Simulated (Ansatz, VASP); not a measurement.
# One calculation of InP, two programs

```
In P
1.0
     0.00000    2.94131    2.94131
     2.94131    0.00000    2.94131
     2.94131    2.94131    0.00000
In P
1 1
Direct
  0.00000 0.00000 0.00000
  0.75000 0.75000 0.75000
```

Alike in both runs: task single point; functional revPBE; dispersion D4; k mesh 8 × 8 × 8; occupations gaussian, width 0.05 eV; no spin polarisation.

|  | VASP | Ansatz |
| --- | --- | --- |
| version | VASP 6.6.1 | Ansatz 0.2.0 |
| potentials or method | VASP PAW PBE potentials, release 64 (In_d, P), cutoff 520 eV | scalar-relativistic, plane waves, PAW |
| valence electrons in the cell | 18 | 18 |

```tsv
	VASP	Ansatz	Ansatz less VASP
gap on the k mesh at the Fermi level (eV)	0.75	0.75	+0.006
least direct gap on the mesh (eV)	0.75	0.75	+0.006
pressure (GPa)	-0.1	0.0	+0.06
```

VASP's potentials were made for PBE, not for revPBE.
